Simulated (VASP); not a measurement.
# BP (I-4m2) in VASP: further runs

Runs on BP. Level: PBE. Tasks: single point.

All numbers are computed with VASP 6.6.1; they aren't measurements. Logs are shortened: lines on timing, memory, paths and dates and some standing lists are left out, and cuts for length are marked.

**1. The cell of the first run**

The structure is tetragonal, space group I-4m2 (No. 119). The conventional cell has a = 3.103 Å, b = 3.103 Å, c = 4.756 Å, α = 90.00°, β = 90.00°, γ = 90.00°. B (site symmetry -4m2) has 4 P at 1.95 Å within 2.6 Å. Within 2.6 Å of P (site symmetry -4m2) lie 4 B at 1.95 Å.

**2. Single point, PBE (11.45 Å³/atom)**

Input file INCAR:

```
SYSTEM = BP
PREC = Accurate ; ENCUT = 520
EDIFF = 1E-6 ; ISMEAR = 0
SIGMA = 0.05 ; LREAL = .FALSE.
LASPH = .TRUE. ; NELM = 60
ALGO = Normal ; ISIF = 2
LWAVE = .FALSE. ; LCHARG = .FALSE.
GGA = PE ; NBANDS = 11
```

Input file KPOINTS:

```
regular mesh
0
G
  12 12 12
  0 0 0
```

Input file POSCAR:

```
BP
1.0
    0.0000000000      2.3777705468      2.1941224940
    2.1941224940      0.0000000000      2.1941224940
    2.1941224940      2.3777705468      0.0000000000
B P
1 1
Direct
    0.0000000000      0.0000000000      0.0000000000
    0.7500000000      0.7500000000      0.7500000000
```

Potentials or basis: VASP PAW PBE potentials, release 64 (B, P).

Command:

```sh
cat potpaw_PBE.64/B/POTCAR potpaw_PBE.64/P/POTCAR > POTCAR
mpirun -np 1 vasp_std > vasp.out
```

OUTCAR:

```text
SYSTEM = BP
   PREC = Accurate
   ENCUT = 520
   EDIFF = 1E-6
   ISMEAR = 0
   LREAL = .FALSE.
   LASPH = .TRUE.
   NELM = 60
   ISIF = 2
   GGA = PE

 ion  position               nearest neighbor table
   1  0.000  0.000  0.000-   2 1.95   2 1.95   2 1.95   2 1.95
   2  0.750  0.750  0.750-   1 1.95   1 1.95   1 1.95   1 1.95

  LATTYP: Found a body centered tetragonal cell.
 ALAT       =     3.1029577885
 C/A-ratio  =     1.5325832376

  Lattice vectors:

 A1 = (   0.0000000000,  -2.3777705468,   2.1941224940)
 A2 = (   0.0000000000,  -2.3777705468,  -2.1941224940)
 A3 = (   2.1941224940,   2.3777705468,   0.0000000000)

Analysis of symmetry for initial positions (statically):
=====================================================================
 Subroutine PRICEL returns:
 Original cell was already a primitive cell.

 Routine SETGRP: Setting up the symmetry group for a
 body centered tetragonal supercell.

 Subroutine GETGRP returns: Found  8 space group operations
 (whereof  8 operations were pure point group operations)
 out of a pool of 16 trial point group operations.

The static configuration has the point symmetry D_2d.

Analysis of symmetry for dynamics (positions and initial velocities):
=====================================================================
 Subroutine PRICEL returns:
 Original cell was already a primitive cell.

 Routine SETGRP: Setting up the symmetry group for a
 body centered tetragonal supercell.

 Subroutine GETGRP returns: Found  8 space group operations
 (whereof  8 operations were pure point group operations)
 out of a pool of 16 trial point group operations.

The dynamic configuration has the point symmetry D_2d.

 Subroutine INISYM returns: Found  8 space group operations
 (whereof  8 operations are pure point group operations),
 and found     1 'primitive' translations

----------------------------------------------------------------------------------------

                                     Primitive cell

  volume of cell :      22.8940

  direct lattice vectors                    reciprocal lattice vectors
     0.000000000  2.377770547  2.194122494    -0.227881534  0.210281013  0.227881534
     2.194122494  0.000000000  2.194122494     0.227881534 -0.210281013  0.227881534
     2.194122494  2.377770547  0.000000000     0.227881534  0.210281013 -0.227881534

  length of vectors
     3.235423665  3.102957789  3.235423665     0.384809163  0.384809163  0.384809163

  position of ions in fractional coordinates (direct lattice)
     0.000000000  0.000000000  0.000000000
     0.750000000  0.750000000  0.750000000

  ion indices of the primitive-cell ions
   primitive index   ion index
                 1           1
                 2           2

----------------------------------------------------------------------------------------

 KPOINTS: regular mesh

Automatic generation of k-mesh.
 Grid dimensions read from file:
 generate k-points for:   12   12   12

 Generating k-lattice:

  Cartesian coordinates                     Fractional coordinates (reciprocal lattice)
    -0.018990128  0.017523418  0.018990128     0.083333333  0.000000000  0.000000000
     0.018990128 -0.017523418  0.018990128    -0.000000000  0.083333333 -0.000000000
     0.018990128  0.017523418 -0.018990128     0.000000000  0.000000000  0.083333333

  Length of vectors
     0.032067430  0.032067430  0.032067430

  Shift w.r.t. Gamma in fractional coordinates (k-lattice)
     0.000000000  0.000000000  0.000000000

 Subroutine IBZKPT returns following result:
 ===========================================

 Found    163 irreducible k-points:

 Following reciprocal coordinates:
            Coordinates               Weight
  0.000000  0.000000  0.000000      1.000000
  0.083333  0.000000  0.000000      8.000000
  0.166667  0.000000  0.000000      8.000000
  0.250000  0.000000  0.000000      8.000000
  0.333333  0.000000  0.000000      8.000000
  0.416667  0.000000  0.000000      8.000000
[... 16 lines left out ...]
  0.500000  0.166667  0.000000     16.000000
 -0.416667  0.166667  0.000000     16.000000
 [... further k-points ...]
   k-points           NKPTS =    163   k-points in BZ     NKDIM =    163   number of bands    NBANDS=     11
   number of dos      NEDOS =    301   number of ions     NIONS =      2
   total plane-waves  NPLWV =  13824
   dimension x,y,z NGX =    24 NGY =   24 NGZ =   24
   dimension x,y,z NGXF=    48 NGYF=   48 NGZF=   48
   ions per type =               1   1
   NGX,Y,Z   is equivalent  to a cutoff of  12.33, 12.86, 12.33 a.u.
   NGXF,Y,Z  is equivalent  to a cutoff of  24.66, 25.72, 24.66 a.u.
 SYSTEM =  BP
   PREC   = accura    normal or accurate (medium, high low for compatibility)
   ISTART =      0    job   : 0-new  1-cont  2-samecut
   ICHARG =      2    charge: 1-file 2-atom 10-const
   ISPIN  =      1    spin polarized calculation?
   LNONCOLLINEAR =      F non collinear calculations
   LSORBIT =      F    spin-orbit coupling
   LASPH  =      T    aspherical Exc in radial PAW
   ENCUT  =  520.0 eV  38.22 Ry    6.18 a.u.   6.02  5.77  6.02*2*pi/ulx,y,z
   NELM   =     60;   NELMIN=  2; NELMDL= -5     # of ELM steps
   EDIFF  = 0.1E-05   stopping-criterion for ELM
   LREAL  =      F    real-space projection
   EDIFFG = 0.1E-04   stopping-criterion for IOM
   NSW    =      0    number of steps for IOM
   IBRION =     -1    ionic relax: 0-MD 1-quasi-New 2-CG
   NFREE  =      0    steps in history (QN), initial steepest desc. (CG)
   ISIF   =      2    stress and relaxation
   ISYM   =      2    0-nonsym 1-usesym 2-fastsym
   POTIM  = 0.5000    time-step for ionic-motion
   TEBEG  =    0.0;   TEEND  =   0.0 temperature during run
   PSTRESS=    0.0 pullay stress
   NELECT =       8.0000    total number of electrons
   NUPDOWN=      -1.0000    fix difference up-down
   EMIN   =  10.00;   EMAX   =-10.00  energy-range for DOS
   EFERMI =   0.00;   METHOD = LEGACY
   ISMEAR =     0;   SIGMA  =   0.05  broadening in eV -4-tet -1-fermi 0-gaus
   EFERMI_NEDOS =   21; number of points for ismear=-14 and -15
   IALGO  =     38    algorithm
   IMIX   =      4    mixing-type and parameters
     AMIX     =   0.40;   BMIX     =  1.00
     AMIX_MAG =   1.60;   BMIX_MAG =  1.00
  volume/ion in A,a.u.               =      11.45        77.25
  Fermi-wavevector in a.u.,A,eV,Ry     =   1.153093  2.179029 18.090620  1.329623
  Thomas-Fermi vector in A             =   2.289739
   LORBIT       =      0    0 simple, 1 ext, 2 COOP (PROOUT), +10 PAW based schemes
   GGA     = PE    functional components
   LHFCALC =     F    Hartree Fock is set to
   AEXX    =    0.0000 exact exchange contribution
   IVDW    =     0    specifies the selected vdW correction
   LEPSILON=     F    determine dielectric tensor
   LRPA    =     F    only Hartree local field effects (RPA)
 non-spin polarized calculation
 Gauss-broadening in eV      SIGMA  =   0.05
  energy-cutoff  :      520.00
  volume of cell :       22.89
 maximum number of plane-waves:       638
   NGX = 11   NGY = 11   NGZ = 11

 number of electron       8.0000001 magnetization

 Free energy of the ion-electron system (eV)
  ---------------------------------------------------
  ext. energy  EPLUGINS =         0.00000000
  ---------------------------------------------------
  free energy    TOTEN  =       -12.83291589 eV

  energy without entropy =      -12.83291589  energy(sigma->0) =      -12.83291589

 E-fermi :   8.2636     XC(G=0): -11.0024

 val. band max:        7.9808558564   @ k =   0.0000   0.0000   0.0000
 cond. band min:       8.5741180352   @ k =   0.4167   0.4167   0.0000
 fundamental gap:      0.5932621788
 Fermi energy:         8.2635852057

 k-point     1 :       0.0000    0.0000    0.0000
  band No.  band energies     occupation
      1      -7.9609      2.00000
      2       7.1058      2.00000
      3       7.9809      2.00000
      4       7.9809      2.00000
      5      11.0087      0.00000
      6      11.0087      0.00000
      7      11.4380      0.00000
      8      15.2162      0.00000
      9      18.6926      0.00000
     10      19.3759      0.00000
     11      20.9733      0.00000

 k-point     2 :       0.0833    0.0000    0.0000
  band No.  band energies     occupation
      1      -7.8331      2.00000
      2       6.5362      2.00000
      3       7.3457      2.00000
      4       7.7834      2.00000
      5      11.2207      0.00000
      6      11.3198      0.00000
      7      11.8523      0.00000
      8      15.5658      0.00000
      9      18.3110      0.00000
     10      19.7790      0.00000
     11      20.3011      0.00000

 k-point     3 :       0.1667    0.0000    0.0000
  band No.  band energies     occupation
      1      -7.4528      2.00000
      2       4.7980      2.00000
      3       6.6797      2.00000
      4       7.3792      2.00000
      5      11.3969      0.00000
      6      11.9959      0.00000
      7      12.4548      0.00000
      8      16.4351      0.00000
      9      17.9900      0.00000
     10      19.3667      0.00000
     11      20.6701      0.00000

 k-point     4 :       0.2500    0.0000    0.0000
  band No.  band energies     occupation
      1      -6.8318      2.00000
      2       2.7847      2.00000
      3       6.1314      2.00000
      4       6.9891      2.00000
      5      11.2986      0.00000
      6      12.6069      0.00000
      7      12.8081      0.00000
      8      17.3526      0.00000
      9      18.4208      0.00000
     10      19.0308      0.00000
     11      21.1356      0.00000

 k-point     5 :       0.3333    0.0000    0.0000
  band No.  band energies     occupation
      1      -6.0030      2.00000
      2       0.8730      2.00000
      3       5.7081      2.00000
      4       6.6972      2.00000
      5      11.0849      0.00000
      6      12.8664      0.00000
      7      12.8688      0.00000
      8      17.9130      0.00000
      9      19.5476      0.00000
     10      19.6057      0.00000
     11      21.6772      0.00000
[... 211 lines left out ...]
 k-point    21 :       0.3333    0.1667    0.0000
  band No.  band energies     occupation
      1      -6.0676      2.00000
      2       2.2652      2.00000
      3       4.8090      2.00000
      4       5.4703      2.00000
      5      10.3706      0.00000
      6      13.5815      0.00000
      7      13.9723      0.00000
      8      15.3975      0.00000
      9      20.3132      0.00000
     10      21.3488      0.00000
     11      23.0552      0.00000

 k-point    22 :       0.4167    0.1667    0.0000
  band No.  band energies     occupation
      1      -5.1876      2.00000
      2       0.5161      2.00000
      3       4.5124      2.00000
      4       5.0734      2.00000
      5      10.5750      0.00000
      6      13.5621      0.00000
      7      14.7197      0.00000
      8      15.3487      0.00000
      9      20.8080      0.00000
     10      22.2886      0.00000
     11      23.9465      0.00000

 k-point    23 :       0.5000    0.1667    0.0000
  band No.  band energies     occupation
      1      -4.3345      2.00000
      2      -0.8112      2.00000
      3       4.2079      2.00000
      4       4.9476      2.00000
      5      10.6776      0.00000
      6      13.3774      0.00000
      7      15.0914      0.00000
      8      16.3461      0.00000
      9      20.2852      0.00000
     10      22.6642      0.00000
     11      24.4898      0.00000

 k-point    24 :      -0.4167    0.1667    0.0000
  band No.  band energies     occupation
      1      -4.2253      2.00000
      2      -0.9669      2.00000
      3       3.9373      2.00000
      4       5.1146      2.00000
      5      10.8905      0.00000
      6      13.2574      0.00000
      7      14.9161      0.00000
      8      17.9799      0.00000
      9      19.2532      0.00000
     10      21.1890      0.00000
     11      24.3691      0.00000

 [... further k-points ...]

------------------------ aborting loop because EDIFF is reached ----------------------------------------

  FORCE on cell =-STRESS in cart. coord.  units (eV):
  Direction    XX          YY          ZZ          XY          YZ          ZX
  --------------------------------------------------------------------------------------
  -------------------------------------------------------------------------------------
  Total        1.7681513     -1.7017499      1.7681513      0.0000000     -0.0000000      0.0000000
  in kB      123.7394951   -119.0925645    123.7394951      0.0000000     -0.0000000      0.0000000
  external PRESSURE =      42.7954752 kB  Pullay stress =       0.0000000 kB

 VOLUME and BASIS-vectors are now :
 -----------------------------------------------------------------------------
  energy-cutoff  :      520.00
  volume of cell :       22.89
      direct lattice vectors                 reciprocal lattice vectors
     0.000000000  2.377770547  2.194122494    -0.227881534  0.210281013  0.227881534
     2.194122494  0.000000000  2.194122494     0.227881534 -0.210281013  0.227881534
     2.194122494  2.377770547  0.000000000     0.227881534  0.210281013 -0.227881534

 POSITION                                       TOTAL-FORCE (eV/Angst)
 -----------------------------------------------------------------------------------
      0.00000      0.00000      0.00000        -0.000000     -0.000000     -0.000000
      3.29118      3.56666      3.29118         0.000000      0.000000      0.000000
 -----------------------------------------------------------------------------------
    total drift:                               -0.000000     -0.000000     -0.000000

  FREE ENERGIE OF THE ION-ELECTRON SYSTEM (eV)
  ---------------------------------------------------
  free  energy   TOTEN  =       -12.8329158916 eV

  energy  without entropy=      -12.8329158916  energy(sigma->0) =      -12.83291589
```

Wall time 38 s (1 thread of Intel Xeon 8259CL, shared host); peak memory 0.16 GiB.

What came out:

```
Free energy            : -12.8329 eV
Pressure               : 4.3 GPa
Band gap on the k mesh : 0.59 eV (least direct gap 3.03 eV)
```

Stress tensor (GPa, compression positive):
```
 12.37   0.00   0.00
  0.00 -11.91   0.00
  0.00   0.00  12.37
```

Caveat: the cell stands under pressure. As with any semilocal functional, this PBE gap is likely too small.

**3. Single point, PBE (11.76 Å³/atom)**

This run uses another cell than the first one, of 11.76 Å³/atom.

Input file INCAR:

```
SYSTEM = BP
  PREC = Accurate
  ENCUT = 520
  EDIFF = 1E-6
  ISMEAR = 0
  SIGMA = 0.05
  LREAL = .FALSE.
  LASPH = .TRUE.
  NELM = 80
  ALGO = Normal
  ISIF = 2
  LWAVE = .FALSE.
  LCHARG = .FALSE.
  GGA = PE
  NBANDS = 11
```

Input file KPOINTS:

```
Automatic mesh
0
G
  12 12 12
  0 0 0
```

Input file POSCAR:

```
BP
1.0
    0.0000000000      2.0984699092      2.3674073886
    2.3674073886      0.0000000000      2.3674073886
    2.3674073886      2.0984699092      0.0000000000
B P
1 1
Direct
    0.0000000000      0.0000000000      0.0000000000
    0.7500000000      0.7500000000      0.7500000000
```

Potentials or basis: VASP PAW PBE potentials, release 64 (B, P).

Command:

```sh
cat potpaw_PBE.64/B/POTCAR potpaw_PBE.64/P/POTCAR > POTCAR
mpirun -np 1 vasp_std > vasp.out
```

Run time: 37 s. Hardware: 1 thread of Intel Xeon 8259CL, shared host; peak memory 0.17 GiB.

Results (log left out):

| Property | Result |
| --- | --- |
| Free energy | -12.7630 eV |
| Pressure | -0.5 GPa |
| Band gap on the k mesh | zero (bands 4 and 5 overlap by 0.48 eV) |

Stress tensor (GPa, compression positive):
```
-9.37  0.00  0.00
 0.00 17.16  0.00
 0.00  0.00 -9.37
```

Levels at points of the mesh, in eV from the Fermi level:
```csv
k point,band 1,band 2,band 3,band 4,band 5,band 6,band 7,band 8,band 9
"(0.00, 0.00, 0.00)",-15.74,-0.67,-0.67,0.36,2.67,3.38,3.38,6.77,10.25
"(0.50, 0.00, 0.00)",-12.41,-9.31,-2.77,-1.41,2.60,3.80,5.78,9.94,12.84
"(0.50, 0.50, 0.00)",-11.28,-9.23,-4.05,-3.83,1.54,1.93,10.25,12.11,13.36
"(0.50, 0.00, 0.50)",-10.16,-8.12,-5.20,-5.20,0.15,0.28,11.62,11.62,15.41
```

Caveat: semilocal functionals underestimate gaps, so a narrow gap can read as zero.
